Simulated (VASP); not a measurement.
Sb, 1 atom in the cell. Symmetry: Fm-3m, No. 225, cubic system. Conventional cell: a = 6.079 Å, b = 6.079 Å, c = 6.079 Å, α = 90.00°, β = 90.00°, γ = 90.00°. Sb (site symmetry m-3m) has 12 Sb at 4.30 Å within 5.6 Å. 

| Property | Result |
| --- | --- |
| Program | VASP 6.6.1 |
| Task | single point |
| Functional | PBEsol |
| Potentials or basis | VASP PAW PBE potentials, release 64 (Sb) |
| Cutoff | 500 eV |
| k mesh | 8 × 8 × 8 |
| Occupations | methfessel-paxton, width 0.1 eV |
| Spin | no spin polarisation |
| Dipole correction | no |
| Further INCAR settings | ALGO = Normal; EDIFF = 1e-06; NBANDS = 8 |

Potentials or basis: VASP PAW PBE potentials, release 64 (Sb).

Run with:

```bash
$ cat potpaw_PBE.64/Sb/POTCAR > POTCAR
$ mpirun -np 1 vasp_std > vasp.out
```

Hardware: 1 thread of Intel(R) Xeon(R) Platinum 8559C (Emerald Rapids) (shared host).

Q: How long does it take, and how much memory?

A: Wall time 4.8 s on 1 thread of Intel(R) Xeon(R) Platinum 8559C (Emerald Rapids), on a shared host, peak memory 0.17 GiB. Counts: scf iterations 10, k points 29.
